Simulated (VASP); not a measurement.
Here is a VASP 6.6.1 calculation.

File INCAR:

```
ALGO     = Normal         # electronic algorithm
EDIFF    = 1E-7           # SCF threshold, eV
ENCUT    = 520            # plane-wave cutoff, eV
GGA      = PE             # functional
ISIF     = 2              # what is computed and relaxed
ISMEAR   = -1             # smearing method
LASPH    = T              # aspherical terms in the spheres
LCHARG   = F              # write CHGCAR
LREAL    = Auto         
LWAVE    = F              # write WAVECAR
NBANDS   = 60             # bands
NELM     = 100            # most SCF steps
PREC     = Accurate       # precision mode
SIGMA    = 0.3447         # smearing width, eV
```

The input KPOINTS:

```
k-points
0
Gamma
  4 4 3
```

Contents of POSCAR:

```
B15As8
1.0
    6.7523970000     -0.0821590000     -0.0565340000
   -0.0821590000      6.5439730000      0.0455560000
   -0.0565340000      0.0455560000      7.1307640000
As B
8 15
Direct
    0.7233750840      0.9089200478      0.7447564182
    0.3430606642      0.6941035998      0.2950910870
    0.5727327934      0.2025020945      0.9790947039
    0.0060175262      0.7455229073      0.4616639739
    0.0916779220      0.2588429728      0.7549752949
    0.2213062875      0.1024040382      0.2448511643
    0.4119768329      0.2141742470      0.5905455360
    0.6961749913      0.5448689256      0.5430971717
    0.5532685400      0.6414534793      0.8114880393
    0.7946074512      0.3057250041      0.2353476575
    0.5211206081      0.9095785489      0.1734007621
    0.7381418161      0.7930845209      0.2721695581
    0.9835574790      0.9272232784      0.0929332804
    0.9602605970      0.4869526822      0.9630666886
    0.7200691362      0.5897089251      0.1187503873
    0.3582796579      0.4249320317      0.1963272048
    0.8108701413      0.5895292387      0.8080181947
    0.5889001871      0.3906899072      0.2068580620
    0.2116888746      0.4977436354      0.9269251086
    0.8806872709      0.1094091185      0.0840120728
    0.1276391769      0.7108405657      0.0829476177
    0.2052889491      0.3539264476      0.3606544402
    0.9753776412      0.3499804681      0.4093451512
```

Potentials or basis: VASP PAW PBE potentials, release 64 (As, B).

Command:

```sh
$ cat potpaw_PBE.64/As/POTCAR potpaw_PBE.64/B/POTCAR > POTCAR
$ mpirun -np 1 vasp_std > vasp.out
```

Question: What does it give for the band gap on the k mesh?

Answer: Zero (an odd number of electrons rules out a gap without spin polarisation).

Question: What does it give for the pressure?

Answer: 4.2 GPa.

Question: Estimate the largest force.

Answer: 8.435 eV/Å.

Stress tensor (GPa, compression positive):
```
 5.98 -1.91 -1.75
-1.91  9.22  2.59
-1.75  2.59 -2.72
```

Caveat: the atoms stand as in a frame of molecular dynamics; so wide a smearing shifts energies and pressures.
